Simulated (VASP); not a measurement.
# Ba2ZnP2 (Ibam) in VASP: single point with PBE

Aim: the single point of Ba2ZnP2 with PBE.

Everything below comes from runs of VASP 6.6.1. Logs are shortened: lines on timing, memory, paths and dates and some standing lists are left out, and cuts for length are marked.

## (1) The cell of the first run

Symmetry: Ibam, No. 72, orthorhombic system. The conventional cell has a = 6.756 Å, b = 13.108 Å, c = 6.385 Å, α = 90.00°, β = 90.00°, γ = 90.00°. Within 4.2 Å of Ba (site symmetry m) lie 2 Zn at 3.20 Å and 6 P at 3.30 to 3.46 Å and 2 Ba at 4.12 Å. Within 3.3 Å of Zn (site symmetry 222) lie 4 P at 2.51 Å and 2 Zn at 3.19 Å and 4 Ba at 3.20 Å. Within 3.5 Å of P (site symmetry m) lie 2 Zn at 2.51 Å and 6 Ba at 3.30 to 3.46 Å.

## (2) Single point, PBE

The input, INCAR:

```
SYSTEM = Ba2ZnP2
ALGO = Normal
EDIFF = 1E-7
ENCUT = 520
GGA = PE
ISIF = 2
ISMEAR = -1
LASPH = .TRUE.
LCHARG = .FALSE.
LREAL = .FALSE.
LWAVE = .FALSE.
NBANDS = 53
NELM = 80
PREC = Accurate
SIGMA = 0.02
```

The input, KPOINTS:

```
k-points
0
G
  6 6 6
  0 0 0
```

The input, POSCAR:

```
Ba2ZnP2
1.0
   -3.3780000000      6.5540000000      3.1925000000
    3.3780000000     -6.5540000000      3.1925000000
    3.3780000000      6.5540000000     -3.1925000000
Ba Zn P
4 2 4
Direct
    0.3601813152      0.1925661980      0.5527475132
    0.6398186848      0.8074338020      0.4472524868
    0.1398186848      0.6925661980      0.8323848828
    0.8601813152      0.3074338020      0.1676151172
    0.2500000000      0.2500000000      0.0000000000
    0.7500000000      0.7500000000      0.0000000000
    0.1057837765      0.1998957850      0.3056795615
    0.8942162235      0.8001042150      0.6943204385
    0.3942162235      0.6998957850      0.0941120085
    0.6057837765      0.3001042150      0.9058879915
```

Potentials or basis: VASP PAW PBE potentials, release 64 (Ba_sv, Zn, P).

Launch:

```bash
$ cat potpaw_PBE.64/Ba_sv/POTCAR potpaw_PBE.64/Zn/POTCAR potpaw_PBE.64/P/POTCAR > POTCAR
$ mpirun -np 1 vasp_std > vasp.out
```

OUTCAR:

```text
SYSTEM = Ba2ZnP2
   EDIFF = 1E-7
   ENCUT = 520
   GGA = PE
   ISIF = 2
   ISMEAR = -1
   LASPH = .TRUE.
   LREAL = .FALSE.
   NELM = 80
   PREC = Accurate

 ion  position               nearest neighbor table
   1  0.360  0.193  0.553-   6 3.20   5 3.20  10 3.30   8 3.30   8 3.30   7 3.34   9 3.36   9 3.46
                             4 4.12   4 4.12   2 4.37   2 4.37   3 4.44   3 4.44   2 4.50
   2  0.640  0.807  0.447-   6 3.20   5 3.20   9 3.30   7 3.30   7 3.30   8 3.34  10 3.36  10 3.46
                             3 4.12   3 4.12   1 4.37   1 4.37   4 4.44   4 4.44   1 4.50
   3  0.140  0.693  0.832-   5 3.20   6 3.20   8 3.30  10 3.30  10 3.30   9 3.34   7 3.36   7 3.46
                             2 4.12   2 4.12   4 4.37   4 4.37   1 4.44   1 4.44   4 4.50
   4  0.860  0.307  0.168-   5 3.20   6 3.20   7 3.30   9 3.30   9 3.30  10 3.34   8 3.36   8 3.46
                             1 4.12   1 4.12   3 4.37   3 4.37   2 4.44   2 4.44   3 4.50
   5  0.250  0.250  0.000-  10 2.51   8 2.51   7 2.51   9 2.51   1 3.20   4 3.20   2 3.20   3 3.20

   6  0.750  0.750  0.000-   9 2.51   8 2.51   7 2.51  10 2.51   2 3.20   3 3.20   4 3.20   1 3.20

   7  0.106  0.200  0.306-   5 2.51   6 2.51   4 3.30   2 3.30   2 3.30   1 3.34   3 3.36   3 3.46

   8  0.894  0.800  0.694-   5 2.51   6 2.51   3 3.30   1 3.30   1 3.30   2 3.34   4 3.36   4 3.46

   9  0.394  0.700  0.094-   6 2.51   5 2.51   2 3.30   4 3.30   4 3.30   3 3.34   1 3.36   1 3.46

  10  0.606  0.300  0.906-   5 2.51   6 2.51   1 3.30   3 3.30   3 3.30   4 3.34   2 3.36   2 3.46

  LATTYP: Found a body centered orthorhombic cell.
 ALAT       =     6.3850000000
 B/A-ratio  =     1.0581049334
 C/A-ratio  =     2.0529365701

  Lattice vectors:

 A1 = (   3.3780000000,   6.5540000000,  -3.1925000000)
 A2 = (  -3.3780000000,   6.5540000000,   3.1925000000)
 A3 = (   3.3780000000,  -6.5540000000,   3.1925000000)

Analysis of symmetry for initial positions (statically):
=====================================================================
 Subroutine PRICEL returns:
 Original cell was already a primitive cell.

 Routine SETGRP: Setting up the symmetry group for a
 body centered orthorhombic supercell.

 Subroutine GETGRP returns: Found  8 space group operations
 (whereof  4 operations were pure point group operations)
 out of a pool of  8 trial point group operations.

The static configuration has the point symmetry C_2h.
 The point group associated with its full space group is D_2h.

Analysis of symmetry for dynamics (positions and initial velocities):
=====================================================================
 Subroutine PRICEL returns:
 Original cell was already a primitive cell.

 Routine SETGRP: Setting up the symmetry group for a
 body centered orthorhombic supercell.

 Subroutine GETGRP returns: Found  8 space group operations
 (whereof  4 operations were pure point group operations)
 out of a pool of  8 trial point group operations.

The dynamic configuration has the point symmetry C_2h.
 The point group associated with its full space group is D_2h.

 Subroutine INISYM returns: Found  8 space group operations
 (whereof  4 operations are pure point group operations),
 and found     1 'primitive' translations

----------------------------------------------------------------------------------------

                                     Primitive cell

  volume of cell :     282.7203

  direct lattice vectors                    reciprocal lattice vectors
    -3.378000000  6.554000000  3.192500000     0.000000000  0.076289289  0.156617071
     3.378000000 -6.554000000  3.192500000     0.148016578  0.000000000  0.156617071
     3.378000000  6.554000000 -3.192500000     0.148016578  0.076289289  0.000000000

  length of vectors
     8.034790368  8.034790368  8.034790368     0.174209537  0.215494349  0.166520158

  position of ions in fractional coordinates (direct lattice)
     0.360181315  0.192566198  0.552747513
     0.639818685  0.807433802  0.447252487
     0.139818685  0.692566198  0.832384883
     0.860181315  0.307433802  0.167615117
     0.250000000  0.250000000  0.000000000
     0.750000000  0.750000000  0.000000000
     0.105783776  0.199895785  0.305679561
     0.894216224  0.800104215  0.694320439
     0.394216224  0.699895785  0.094112008
     0.605783776  0.300104215  0.905887992

  ion indices of the primitive-cell ions
   primitive index   ion index
                 1           1
                 2           2
                 3           3
                 4           4
                 5           5
                 6           6
                 7           7
                 8           8
                 9           9
                10          10

----------------------------------------------------------------------------------------

 KPOINTS: k-points

Automatic generation of k-mesh.
 Grid dimensions read from file:
 generate k-points for:    6    6    6

 Generating k-lattice:

  Cartesian coordinates                     Fractional coordinates (reciprocal lattice)
     0.000000000  0.012714881  0.026102845     0.166666667  0.000000000  0.000000000
     0.024669430  0.000000000  0.026102845     0.000000000  0.166666667  0.000000000
     0.024669430  0.012714881  0.000000000     0.000000000  0.000000000  0.166666667

  Length of vectors
     0.029034923  0.035915725  0.027753360

  Shift w.r.t. Gamma in fractional coordinates (k-lattice)
     0.000000000  0.000000000  0.000000000

 Subroutine IBZKPT returns following result:
 ===========================================

 Found     46 irreducible k-points:

 Following reciprocal coordinates:
            Coordinates               Weight
  0.000000  0.000000  0.000000      1.000000
  0.166667 -0.000000  0.000000      4.000000
  0.333333  0.000000  0.000000      4.000000
  0.500000 -0.000000  0.000000      2.000000
  0.000000  0.166667  0.000000      4.000000
  0.166667  0.166667 -0.000000      8.000000
[... 16 lines left out ...]
 -0.166667  0.166667  0.166667      2.000000
  0.166667  0.333333  0.166667      4.000000
 [... further k-points ...]
   k-points           NKPTS =     46   k-points in BZ     NKDIM =     46   number of bands    NBANDS=     53
   number of dos      NEDOS =    301   number of ions     NIONS =     10
   total plane-waves  NPLWV = 216000
   dimension x,y,z NGX =    60 NGY =   60 NGZ =   60
   dimension x,y,z NGXF=   120 NGYF=  120 NGZF=  120
   ions per type =               4   2   4
   NGX,Y,Z   is equivalent  to a cutoff of  12.41, 12.41, 12.41 a.u.
   NGXF,Y,Z  is equivalent  to a cutoff of  24.83, 24.83, 24.83 a.u.
 SYSTEM =  Ba2ZnP2
   PREC   = accura    normal or accurate (medium, high low for compatibility)
   ISTART =      0    job   : 0-new  1-cont  2-samecut
   ICHARG =      2    charge: 1-file 2-atom 10-const
   ISPIN  =      1    spin polarized calculation?
   LNONCOLLINEAR =      F non collinear calculations
   LSORBIT =      F    spin-orbit coupling
   LASPH  =      T    aspherical Exc in radial PAW
   ENCUT  =  520.0 eV  38.22 Ry    6.18 a.u.  14.94 14.94 14.94*2*pi/ulx,y,z
   NELM   =     80;   NELMIN=  2; NELMDL= -5     # of ELM steps
   EDIFF  = 0.1E-06   stopping-criterion for ELM
   LREAL  =      F    real-space projection
   EDIFFG = 0.1E-05   stopping-criterion for IOM
   NSW    =      0    number of steps for IOM
   IBRION =     -1    ionic relax: 0-MD 1-quasi-New 2-CG
   NFREE  =      0    steps in history (QN), initial steepest desc. (CG)
   ISIF   =      2    stress and relaxation
   ISYM   =      2    0-nonsym 1-usesym 2-fastsym
   POTIM  = 0.5000    time-step for ionic-motion
   TEBEG  =    0.0;   TEEND  =   0.0 temperature during run
   PSTRESS=    0.0 pullay stress
   NELECT =      84.0000    total number of electrons
   NUPDOWN=      -1.0000    fix difference up-down
   EMIN   =  10.00;   EMAX   =-10.00  energy-range for DOS
   EFERMI =   0.00;   METHOD = LEGACY
   ISMEAR =    -1;   SIGMA  =   0.02  broadening in eV -4-tet -1-fermi 0-gaus
   EFERMI_NEDOS =   21; number of points for ismear=-14 and -15
   IALGO  =     38    algorithm
   IMIX   =      4    mixing-type and parameters
     AMIX     =   0.40;   BMIX     =  1.00
     AMIX_MAG =   1.60;   BMIX_MAG =  1.00
  volume/ion in A,a.u.               =      28.27       190.79
  Fermi-wavevector in a.u.,A,eV,Ry     =   1.092401  2.064339 16.236389  1.193341
  Thomas-Fermi vector in A             =   2.228666
   LORBIT       =      0    0 simple, 1 ext, 2 COOP (PROOUT), +10 PAW based schemes
   GGA     = PE    functional components
   LHFCALC =     F    Hartree Fock is set to
   AEXX    =    0.0000 exact exchange contribution
   IVDW    =     0    specifies the selected vdW correction
   LEPSILON=     F    determine dielectric tensor
   LRPA    =     F    only Hartree local field effects (RPA)
 non-spin polarized calculation
  energy-cutoff  :      520.00
  volume of cell :      282.72
 maximum number of plane-waves:      7643
   NGX = 29   NGY = 29   NGZ = 29

 number of electron      84.0000001 magnetization

 Free energy of the ion-electron system (eV)
  ---------------------------------------------------
  ext. energy  EPLUGINS =         0.00000000
  ---------------------------------------------------
  free energy    TOTEN  =       -40.30959455 eV

  energy without entropy =      -40.30959455  energy(sigma->0) =      -40.30959455

 E-fermi :   3.4252     XC(G=0):  -9.1474

 val. band max:        3.0800908297   @ k =  -0.1667   0.1667   0.1667
 cond. band min:       3.7236746779   @ k =   0.5000   0.5000   0.5000
 fundamental gap:      0.6435838482
 Fermi energy:         3.4252416549

 k-point     1 :       0.0000    0.0000    0.0000
  band No.  band energies     occupation
      1     -24.4774      2.00000
      2     -24.4276      2.00000
      3     -24.4129      2.00000
      4     -24.4077      2.00000
      5     -10.0118      2.00000
      6     -10.0039      2.00000
[... 45 lines left out ...]
     52       6.6624      0.00000
     53       6.7861      0.00000
[... 1286 lines left out ...]
     52       7.0566      0.00000
     53       7.1997      0.00000

 [... further k-points ...]

------------------------ aborting loop because EDIFF is reached ----------------------------------------

  FORCE on cell =-STRESS in cart. coord.  units (eV):
  Direction    XX          YY          ZZ          XY          YZ          ZX
  --------------------------------------------------------------------------------------
  -------------------------------------------------------------------------------------
  Total        2.5328051      2.8319318      2.5093652      0.0000000      0.0000000      0.0000000
  in kB       14.3534193     16.0485718     14.2205852      0.0000000      0.0000000      0.0000000
  external PRESSURE =      14.8741921 kB  Pullay stress =       0.0000000 kB

 VOLUME and BASIS-vectors are now :
 -----------------------------------------------------------------------------
  energy-cutoff  :      520.00
  volume of cell :      282.72
      direct lattice vectors                 reciprocal lattice vectors
    -3.378000000  6.554000000  3.192500000     0.000000000  0.076289289  0.156617071
     3.378000000 -6.554000000  3.192500000     0.148016578  0.000000000  0.156617071
     3.378000000  6.554000000 -3.192500000     0.148016578  0.076289289  0.000000000

 POSITION                                       TOTAL-FORCE (eV/Angst)
 -----------------------------------------------------------------------------------
      1.30098      4.72126      0.00000        -0.045895     -0.039642      0.000000
      2.07702      1.83274      3.19250         0.045895      0.039642      0.000000
      4.67898      1.83274      0.00000        -0.045895      0.039642     -0.000000
     -1.30098      4.72126      3.19250         0.045895     -0.039642      0.000000
      0.00000      0.00000      1.59625        -0.000000     -0.000000      0.000000
      0.00000      0.00000      4.78875        -0.000000     -0.000000      0.000000
      1.35050      1.38661      0.00000        -0.003526      0.026750      0.000000
      2.02750      5.16739      3.19250         0.003526     -0.026750      0.000000
      1.35050     -1.38661      3.19250        -0.003526     -0.026750     -0.000000
      2.02750      7.94061     -0.00000         0.003526      0.026750      0.000000
 -----------------------------------------------------------------------------------
    total drift:                                0.000000     -0.000000      0.000000

  FREE ENERGIE OF THE ION-ELECTRON SYSTEM (eV)
  ---------------------------------------------------
  free  energy   TOTEN  =       -40.3095945514 eV

  energy  without entropy=      -40.3095945493  energy(sigma->0) =      -40.30959455
```

It took 15 min on 1 thread of Oxide Virtual Turin-like, shared host; peak memory 0.81 GiB.

Results:

* Free energy: -40.3096 eV
* Pressure: 1.5 GPa
* Largest force: 0.061 eV/Å
* Band gap on the k mesh: 0.64 eV (least direct gap 0.74 eV)

Forces in eV/Å, atoms in the order of the input:
```
Ba  -0.046 -0.040  0.000
Ba   0.046  0.040  0.000
Ba  -0.046  0.040  0.000
Ba   0.046 -0.040  0.000
Zn   0.000  0.000  0.000
Zn   0.000  0.000  0.000
P   -0.004  0.027  0.000
P    0.004 -0.027  0.000
P   -0.004 -0.027  0.000
P    0.004  0.027  0.000
```

Caveat: semilocal functionals underestimate gaps, and a narrow one can read as zero; spin-orbit coupling is left out, which moves the levels of the heavy elements. A k mesh can miss the band edges.
